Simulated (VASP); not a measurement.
Here is a VASP 6.6.1 calculation.

The input INCAR:

```
SYSTEM = Br
PREC     = Accurate       ! precision mode
ENCUT    = 520            ! plane-wave cutoff, eV
EDIFF    = 1E-6           ! SCF threshold, eV
ISMEAR   = 0              ! smearing method
SIGMA    = 0.03           ! smearing width, eV
LREAL    = .FALSE.        ! projectors in reciprocal space
LASPH    = .TRUE.         ! aspherical terms in the spheres
NELM     = 60             ! most SCF steps
ALGO     = Normal         ! electronic algorithm
ISIF     = 2              ! what is computed and relaxed
LWAVE    = .FALSE.        ! write WAVECAR
LCHARG   = .FALSE.        ! write CHGCAR
NBANDS   = 22             ! bands
```

The input KPOINTS:

```
regular mesh
0
G
  9 9 4
  0 0 0
```

Contents of POSCAR:

```
Br
1.0
    3.3280929616     -1.9517224565      0.0000000000
    3.3280929616      1.9517224565      0.0000000000
    0.0000000000      0.0000000000      8.4732333614
Br
4
Direct
    0.8406697304      0.1593302696      0.1209213125
    0.6593302696      0.3406697304      0.6209213125
    0.1593302696      0.8406697304      0.8790786875
    0.3406697304      0.6593302696      0.3790786875
```

Potentials or basis: VASP PAW LDA potentials, release 64 (Br).

The run is started by

```console
$ cat potpaw_LDA.64/Br/POTCAR > POTCAR
$ mpirun -np 1 vasp_std > vasp.out
```

(1) Predict the largest force.

(2) Predict the pressure.

(3) Estimate the band gap on the k mesh.

Results:

(1) 0.034 eV/Å.

(2) 0.0 GPa.

(3) 1.01 eV (least direct gap 1.19 eV).
